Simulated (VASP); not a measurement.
# NaH in VASP: further runs

Runs on NaH. Level: HSE06. Tasks: single point.

Everything below comes from runs of VASP 6.6.1. Logs are shortened: lines on timing, memory, paths and dates and some standing lists are left out, and cuts for length are marked.

## Step 1: The cell of the first run

It takes space group I4/mmm (No. 139, tetragonal). Conventional cell: a = 3.391 Å, b = 3.391 Å, c = 4.817 Å, α = 90.00°, β = 90.00°, γ = 90.00°. Within 3.2 Å of Na (site symmetry 4/mmm) lie 6 H at 2.40 to 2.41 Å. Within 3.2 Å of H (site symmetry 4/mmm) lie 6 Na at 2.40 to 2.41 Å.

## Step 2: Single point, HSE06 (uniaxial x strain +0.5%)

File POSCAR:

```
NaH
1.0
    0.0000000000      2.3975116422      2.3975116422
    2.4085401958      0.0000000000      2.3975116422
    2.4085401958      2.3975116422      0.0000000000
Na H
1 1
Direct
    0.0000000000      0.0000000000      0.0000000000
    0.5000000000      0.5000000000      0.5000000000
```

File INCAR.step1:

```
SYSTEM = NaH
  PREC = Accurate
  ENCUT = 520
  EDIFF = 1E-5
  ISMEAR = 0
  SIGMA = 0.01
  LREAL = .FALSE.
  LASPH = .TRUE.
  NELM = 60
  ALGO = Normal
  ISIF = 2
  LWAVE = .TRUE.
  LCHARG = .FALSE.
  NBANDS = 11
  GGA = PE
```

File INCAR.step2:

```
SYSTEM = NaH
  PREC = Accurate
  ENCUT = 520
  EDIFF = 1E-7
  ISMEAR = 0
  SIGMA = 0.01
  LREAL = .FALSE.
  LASPH = .TRUE.
  NELM = 60
  ALGO = Normal
  ISIF = 2
  LWAVE = .FALSE.
  LCHARG = .FALSE.
  GGA = PE
  LHFCALC = .TRUE.
  HFSCREEN = 0.2079
  PRECFOCK = Normal
  NBANDS = 11
  ISTART = 1
```

File KPOINTS:

```
Automatic mesh
0
G
  6 6 6
  0 0 0
```

Potentials or basis: VASP PAW PBE potentials, release 64 (Na_pv, H).

Started as:

```sh
> cat potpaw_PBE.64/Na_pv/POTCAR potpaw_PBE.64/H/POTCAR > POTCAR
> cp INCAR.step1 INCAR
> mpirun -np 1 vasp_std > vasp.out
> cp INCAR.step2 INCAR
> mpirun -np 1 vasp_std > vasp.out
```

OUTCAR:

```text
SYSTEM = NaH
   PREC = Accurate
   ENCUT = 520
   EDIFF = 1E-7
   ISMEAR = 0
   LREAL = .FALSE.
   LASPH = .TRUE.
   NELM = 60
   ISIF = 2
   GGA = PE
   LHFCALC = .TRUE.
   HFSCREEN = 0.2079
   PRECFOCK = Normal
   ISTART = 1

 ion  position               nearest neighbor table
   1  0.000  0.000  0.000-
   2  0.500  0.500  0.500-

  LATTYP: Found a body centered tetragonal cell.
 ALAT       =     3.3905934803
 C/A-ratio  =     1.4207189448

  Lattice vectors:

 A1 = (   2.4085401958,   0.0000000000,   2.3975116422)
 A2 = (   2.4085401958,   0.0000000000,  -2.3975116422)
 A3 = (  -2.4085401958,   2.3975116422,   0.0000000000)

Analysis of symmetry for initial positions (statically):
=====================================================================
 Subroutine PRICEL returns:
 Original cell was already a primitive cell.

 Routine SETGRP: Setting up the symmetry group for a
 body centered tetragonal supercell.

 Subroutine GETGRP returns: Found 16 space group operations
 (whereof 16 operations were pure point group operations)
 out of a pool of 16 trial point group operations.

The static configuration has the point symmetry D_4h.

Analysis of symmetry for dynamics (positions and initial velocities):
=====================================================================
 Subroutine PRICEL returns:
 Original cell was already a primitive cell.

 Routine SETGRP: Setting up the symmetry group for a
 body centered tetragonal supercell.

 Subroutine GETGRP returns: Found 16 space group operations
 (whereof 16 operations were pure point group operations)
 out of a pool of 16 trial point group operations.

The dynamic configuration has the point symmetry D_4h.

 Subroutine INISYM returns: Found 16 space group operations
 (whereof 16 operations are pure point group operations),
 and found     1 'primitive' translations

----------------------------------------------------------------------------------------

                                     Primitive cell

  volume of cell :      27.6889

  direct lattice vectors                    reciprocal lattice vectors
     0.000000000  2.397511642  2.397511642    -0.207594626  0.208549561  0.208549561
     2.408540196  0.000000000  2.397511642     0.207594626 -0.208549561  0.208549561
     2.408540196  2.397511642  0.000000000     0.207594626  0.208549561 -0.208549561

  length of vectors
     3.390593480  3.398400793  3.398400793     0.360667946  0.360667946  0.360667946

  position of ions in fractional coordinates (direct lattice)
     0.000000000  0.000000000  0.000000000
     0.500000000  0.500000000  0.500000000

  ion indices of the primitive-cell ions
   primitive index   ion index
                 1           1
                 2           2

----------------------------------------------------------------------------------------

 KPOINTS: Automatic mesh

Automatic generation of k-mesh.
 Grid dimensions read from file:
 generate k-points for:    6    6    6

 Generating k-lattice:

  Cartesian coordinates                     Fractional coordinates (reciprocal lattice)
    -0.034599104  0.034758260  0.034758260     0.166666667 -0.000000000 -0.000000000
     0.034599104 -0.034758260  0.034758260     0.000000000  0.166666667  0.000000000
     0.034599104  0.034758260 -0.034758260     0.000000000  0.000000000  0.166666667

  Length of vectors
     0.060111324  0.060111324  0.060111324

  Shift w.r.t. Gamma in fractional coordinates (k-lattice)
     0.000000000  0.000000000  0.000000000

 Subroutine IBZKPT returns following result:
 ===========================================

 Found     30 irreducible k-points:

 Following reciprocal coordinates:
            Coordinates               Weight
  0.000000  0.000000  0.000000      1.000000
  0.166667  0.000000  0.000000      8.000000
  0.333333  0.000000  0.000000      8.000000
  0.500000  0.000000  0.000000      4.000000
  0.166667  0.166667  0.000000      4.000000
  0.333333  0.166667  0.000000     16.000000
[... 16 lines left out ...]
 -0.333333  0.500000  0.166667      4.000000
  0.333333 -0.333333  0.166667      8.000000
 [... further k-points ...]
   k-points           NKPTS =     30   k-points in BZ     NKDIM =    216   number of bands    NBANDS=     11
   number of dos      NEDOS =    301   number of ions     NIONS =      2
   total plane-waves  NPLWV =  21952
   dimension x,y,z NGX =    28 NGY =   28 NGZ =   28
   dimension x,y,z NGXF=    56 NGYF=   56 NGZF=   56
   ions per type =               1   1
   NGX,Y,Z   is equivalent  to a cutoff of  13.73, 13.70, 13.70 a.u.
   NGXF,Y,Z  is equivalent  to a cutoff of  27.46, 27.39, 27.39 a.u.
 SYSTEM =  NaH
   PREC   = accura    normal or accurate (medium, high low for compatibility)
   ISTART =      1    job   : 0-new  1-cont  2-samecut
   ICHARG =      0    charge: 1-file 2-atom 10-const
   ISPIN  =      1    spin polarized calculation?
   LNONCOLLINEAR =      F non collinear calculations
   LSORBIT =      F    spin-orbit coupling
   LASPH  =      T    aspherical Exc in radial PAW
   ENCUT  =  520.0 eV  38.22 Ry    6.18 a.u.   6.30  6.32  6.32*2*pi/ulx,y,z
   NELM   =     60;   NELMIN=  2; NELMDL=  0     # of ELM steps
   EDIFF  = 0.1E-06   stopping-criterion for ELM
   LREAL  =      F    real-space projection
   EDIFFG = 0.1E-05   stopping-criterion for IOM
   NSW    =      0    number of steps for IOM
   IBRION =     -1    ionic relax: 0-MD 1-quasi-New 2-CG
   NFREE  =      0    steps in history (QN), initial steepest desc. (CG)
   ISIF   =      2    stress and relaxation
   ISYM   =      3    0-nonsym 1-usesym 2-fastsym
   POTIM  = 0.5000    time-step for ionic-motion
   TEBEG  =    0.0;   TEEND  =   0.0 temperature during run
   PSTRESS=    0.0 pullay stress
   NELECT =       8.0000    total number of electrons
   NUPDOWN=      -1.0000    fix difference up-down
   EMIN   =  10.00;   EMAX   =-10.00  energy-range for DOS
   EFERMI =   0.00;   METHOD = LEGACY
   ISMEAR =     0;   SIGMA  =   0.01  broadening in eV -4-tet -1-fermi 0-gaus
   EFERMI_NEDOS =   21; number of points for ismear=-14 and -15
   IALGO  =     38    algorithm
   IMIX   =      1    mixing-type and parameters
     AMIX     =   0.40;   BMIX     =  1.00
     AMIX_MAG =   1.60;   BMIX_MAG =  1.00
  volume/ion in A,a.u.               =      13.84        93.43
  Fermi-wavevector in a.u.,A,eV,Ry     =   1.082272  2.045197 15.936673  1.171312
  Thomas-Fermi vector in A             =   2.218309
   LORBIT       =      0    0 simple, 1 ext, 2 COOP (PROOUT), +10 PAW based schemes
   GGA     = PE    functional components
   LHFCALC =     T    Hartree Fock is set to
   PRECFOCK=normal    Normal, Fast or Accurate (Low or Medium for compatibility)
   ENCUT4O =  -1.0   cutoff for four orbital integrals eV
   NKREDX  =     1    reduce k-point grid by
   NKREDY  =     1    reduce k-point grid by
   NKREDZ  =     1    reduce k-point grid by
   AEXX    =    0.2500 exact exchange contribution
   HFSCREEN=    0.2079 screening length (either q_TF or 0.3 A-1)
   HFSCREENC=   0.2079 screening length for correlation (either q_TF or 0.3 A-1)
   ENCUTFOCK=  -1.0 apply spherical cutoff to Coloumb kernel
   IVDW    =     0    specifies the selected vdW correction
   LEPSILON=     F    determine dielectric tensor
   LRPA    =     F    only Hartree local field effects (RPA)
 non-spin polarized calculation
 Gauss-broadening in eV      SIGMA  =   0.01
  energy-cutoff  :      520.00
  volume of cell :       27.69
 maximum number of plane-waves:       754
 NGX is ok and might be reduce to    28
  NGX = 20; NGY = 20; NGZ = 20

 number of electron       7.9999993 magnetization

 Free energy of the ion-electron system (eV)
  ---------------------------------------------------
  ext. energy  EPLUGINS =         0.00000000
  ---------------------------------------------------
  free energy    TOTEN  =        -5.76284920 eV

  energy without entropy =       -5.76284920  energy(sigma->0) =       -5.76284920

 E-fermi :  -1.6778     XC(G=0):  -6.5661

 val. band max:       -1.8382376668   @ k =   0.5000  -0.3333   0.1667
 cond. band min:       3.0398836858   @ k =   0.5000   0.0000   0.0000
 fundamental gap:      4.8781213526
 Fermi energy:        -1.6778451737

 k-point     1 :       0.0000    0.0000    0.0000
  band No.  band energies     occupation
      1     -26.1575      2.00000
      2     -26.1561      2.00000
      3     -26.1561      2.00000
      4      -5.8053      2.00000
      5      10.3474      0.00000
      6      15.3293      0.00000
      7      15.3515      0.00000
      8      15.3515      0.00000
      9      16.3885      0.00000
     10      16.3971      0.00000
     11      16.3971      0.00000

 k-point     2 :       0.1667    0.0000    0.0000
  band No.  band energies     occupation
      1     -26.1806      2.00000
      2     -26.1598      2.00000
      3     -26.1588      2.00000
      4      -5.2716      2.00000
      5       8.5735      0.00000
      6      12.0484      0.00000
      7      14.2452      0.00000
      8      14.2820      0.00000
      9      17.5428      0.00000
     10      17.5807      0.00000
     11      17.8405      0.00000

 k-point     3 :       0.3333    0.0000    0.0000
  band No.  band energies     occupation
      1     -26.2278      2.00000
      2     -26.1654      2.00000
      3     -26.1641      2.00000
      4      -3.8613      2.00000
      5       4.9808      0.00000
      6      10.8019      0.00000
      7      13.3692      0.00000
      8      13.4302      0.00000
      9      16.7151      0.00000
     10      16.8036      0.00000
     11      18.9881      0.00000

 k-point     4 :       0.5000    0.0000    0.0000
  band No.  band energies     occupation
      1     -26.2511      2.00000
      2     -26.1682      2.00000
      3     -26.1667      2.00000
      4      -2.7565      2.00000
      5       3.0399      0.00000
      6      10.4957      0.00000
      7      13.0777      0.00000
      8      13.1492      0.00000
      9      16.2027      0.00000
     10      16.2858      0.00000
     11      18.8165      0.00000

 k-point     5 :       0.1667    0.1667    0.0000
  band No.  band energies     occupation
      1     -26.1793      2.00000
      2     -26.1651      2.00000
      3     -26.1640      2.00000
      4      -5.0991      2.00000
      5       8.5513      0.00000
      6      12.4189      0.00000
      7      12.6894      0.00000
      8      12.6974      0.00000
      9      16.4658      0.00000
     10      18.6143      0.00000
     11      20.4044      0.00000
[... 211 lines left out ...]
 k-point    21 :      -0.1667    0.3333    0.1667
  band No.  band energies     occupation
      1     -26.2247      2.00000
      2     -26.1905      2.00000
      3     -26.1752      2.00000
      4      -2.8719      2.00000
      5       5.1673      0.00000
      6       7.2342      0.00000
      7      10.3031      0.00000
      8      15.3864      0.00000
      9      15.4369      0.00000
     10      17.8611      0.00000
     11      21.9154      0.00000

 k-point    22 :       0.3333    0.5000    0.1667
  band No.  band energies     occupation
      1     -26.2243      2.00000
      2     -26.1910      2.00000
      3     -26.1759      2.00000
      4      -2.8597      2.00000
      5       5.1850      0.00000
      6       7.2164      0.00000
      7      10.3335      0.00000
      8      15.2930      0.00000
      9      15.3716      0.00000
     10      17.7932      0.00000
     11      21.9560      0.00000

 k-point    23 :      -0.3333    0.5000    0.1667
  band No.  band energies     occupation
      1     -26.2249      2.00000
      2     -26.2008      2.00000
      3     -26.1897      2.00000
      4      -1.8399      2.00000
      5       4.5874      0.00000
      6       6.5186      0.00000
      7       8.3125      0.00000
      8      14.6915      0.00000
      9      15.0276      0.00000
     10      20.8996      0.00000
     11      20.9643      0.00000

 k-point    24 :       0.3333   -0.3333    0.1667
  band No.  band energies     occupation
      1     -26.2265      2.00000
      2     -26.2012      2.00000
      3     -26.1811      2.00000
      4      -2.0802      2.00000
      5       4.4495      0.00000
      6       6.3102      0.00000
      7       9.4709      0.00000
      8      15.3197      0.00000
      9      16.4551      0.00000
     10      18.9723      0.00000
     11      20.9990      0.00000

 [... further k-points ...]
[... 5 lines left out ...]
  --------------------------------------------------------------------------------------
  -------------------------------------------------------------------------------------
  Total       -0.0070198      0.0204783      0.0204783      0.0000000      0.0000000      0.0000000
  in kB       -0.4061880      1.1849450      1.1849450      0.0000000      0.0000000      0.0000000
  external PRESSURE =       0.6545674 kB  Pullay stress =       0.0000000 kB

 VOLUME and BASIS-vectors are now :
 -----------------------------------------------------------------------------
  energy-cutoff  :      520.00
  volume of cell :       27.69
      direct lattice vectors                 reciprocal lattice vectors
     0.000000000  2.397511642  2.397511642    -0.207594626  0.208549561  0.208549561
     2.408540196  0.000000000  2.397511642     0.207594626 -0.208549561  0.208549561
     2.408540196  2.397511642  0.000000000     0.207594626  0.208549561 -0.208549561

 POSITION                                       TOTAL-FORCE (eV/Angst)
 -----------------------------------------------------------------------------------
      0.00000      0.00000      0.00000         0.000000      0.000000      0.000000
      2.40854      2.39751      2.39751        -0.000000      0.000000      0.000000
 -----------------------------------------------------------------------------------
    total drift:                                0.000002      0.000000      0.000000

  FREE ENERGIE OF THE ION-ELECTRON SYSTEM (eV)
  ---------------------------------------------------
  free  energy   TOTEN  =        -5.7628492044 eV

  energy  without entropy=       -5.7628492044  energy(sigma->0) =       -5.76284920
```

Run time: 7.7 min. Hardware: 1 thread of Intel Xeon Platinum 8488C (Sapphire Rapids), shared host; peak memory 0.25 GiB.

Results:

| Item | Value |
| --- | --- |
| Free energy | -5.7628 eV |
| Pressure | 0.1 GPa |
| Band gap on the k mesh | 4.88 eV (least direct gap 5.80 eV) |

Caveat: the cell differs from its parent crystal (uniaxial x strain +0.5%); the PAW data sets were made with another functional, which shifts forces and pressure a little.

## Step 3: Single point, HSE06 (shear xy strain -1.1%)

File POSCAR:

```
NaH
1.0
   -0.0136658164      2.3975116422      2.3975116422
    2.3975116422     -0.0136658164      2.3975116422
    2.3838458259      2.3838458259      0.0000000000
Na H
1 1
Direct
    0.0000000000      0.0000000000      0.0000000000
    0.5000000000      0.5000000000      0.5000000000
```

File INCAR.step1:

```
PREC = Accurate ; ENCUT = 520
EDIFF = 1E-5 ; ISMEAR = 0
SIGMA = 0.01 ; LREAL = F
LASPH = T ; NELM = 100
ALGO = Normal ; ISIF = 2
LWAVE = T ; GGA = PE
NBANDS = 11
```

File INCAR.step2:

```
PREC = Accurate ; ENCUT = 520
EDIFF = 1E-6 ; ISMEAR = 0
SIGMA = 0.01 ; LREAL = F
LASPH = T ; NELM = 100
ALGO = Normal ; ISIF = 2
LWAVE = F ; LCHARG = T
GGA = PE ; LHFCALC = T
HFSCREEN = 0.2079 ; PRECFOCK = Normal
LELF = T ; LVHAR = T
ISTART = 1 ; NBANDS = 11
```

File KPOINTS:

```
Automatic mesh
0
Gamma
  6 6 6
```

Potentials or basis: VASP PAW PBE potentials, release 64 (Na_pv, H).

Started as:

```sh
> cat potpaw_PBE.64/Na_pv/POTCAR potpaw_PBE.64/H/POTCAR > POTCAR
> cp INCAR.step1 INCAR
> mpirun -np 1 vasp_std > vasp.out
> cp INCAR.step2 INCAR
> mpirun -np 1 vasp_std > vasp.out
```

It took 9.2 min on 1 thread of Intel Xeon Platinum 8488C (Sapphire Rapids), shared host; peak memory 0.26 GiB.

The run converged. Its results:

* Free energy: -5.7625 eV
* Pressure: 0.2 GPa
* Band gap on the k mesh: 4.86 eV (least direct gap 5.80 eV)

Stress tensor (GPa, compression positive):
```
0.17 0.27 0.00
0.27 0.17 0.00
0.00 0.00 0.16
```

Levels at points of the mesh, in eV from the valence-band top:
```
           k point  band 1  band 2  band 3  band 4  band 5  band 6  band 7  band 8
(0.00, 0.00, 0.00)  -24.31  -24.30  -24.30   -3.98   12.23   17.09   17.23   17.36
(0.50, 0.00, 0.00)  -24.40  -24.32  -24.31   -0.94    4.86   12.42   14.99   15.10
(0.50, 0.50, 0.00)  -24.39  -24.34  -24.34   -0.14    5.76   11.39   12.03   12.33
(0.00, 0.00, 0.50)  -24.40  -24.32  -24.31   -0.89    4.93   12.33   14.88   14.99
(0.50, 0.00, 0.50)  -24.39  -24.34  -24.34   -0.14    5.76   11.40   12.18   12.18
```

Caveat: the cell differs from its parent crystal (shear xy strain -1.1%); the PAW data sets were made with another functional, which shifts forces and pressure a little. A k mesh can miss the band edges.
